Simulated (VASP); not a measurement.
A run of VASP 6.6.1:

The input INCAR:

```
PREC     = Accurate       # precision mode
ENCUT    = 600            # plane-wave cutoff, eV
EDIFF    = 1E-6           # SCF threshold, eV
ISMEAR   = 0              # smearing method
SIGMA    = 0.2            # smearing width, eV
LREAL    = False          # projectors in reciprocal space
LASPH    = True           # aspherical terms in the spheres
NELM     = 120            # most SCF steps
ALGO     = Normal         # electronic algorithm
ISIF     = 2              # what is computed and relaxed
LWAVE    = False          # write WAVECAR
LCHARG   = False          # write CHGCAR
GGA      = PE             # functional
NBANDS   = 26             # bands
GGA_COMPAT= False
```

The input KPOINTS:

```
regular mesh
0
Gamma
  6 6 2
```

POSCAR

```
Mg2Si3N3
1.0
    3.1193861718      0.0000000000      0.0000000000
   -1.5596930859      2.7014676690      0.0000000000
    0.0000000000      0.0000000000     12.3925183328
Mg Si N
2 3 3
Direct
    0.3333333333      0.6666666667      0.0592223996
    0.6666666667      0.3333333333      0.2682334487
    0.6666666667      0.3333333333      0.8924762376
    0.3333333333      0.6666666667      0.4976867208
    0.6666666667      0.3333333333      0.7108754389
    0.3333333333      0.6666666667      0.2145347268
    0.6666666667      0.3333333333      0.4625426250
    0.3333333333      0.6666666667      0.6444284026
```

Potentials or basis: VASP PAW PBE potentials, release 64 (Mg, Si, N).

Run with:

```sh
$ cat potpaw_PBE.64/Mg/POTCAR potpaw_PBE.64/Si/POTCAR potpaw_PBE.64/N/POTCAR > POTCAR
$ mpirun -np 1 vasp_std > vasp.out
```

Hardware: 1 thread of Intel(R) Xeon(R) 6975P-C (Granite Rapids) (shared host).

Task: Estimate the wall time of this run.

Result: Wall time 35 s on 1 thread of Intel(R) Xeon(R) 6975P-C (Granite Rapids) (shared host), peak memory 0.27 GiB. Counts: scf iterations 15, k points 14.
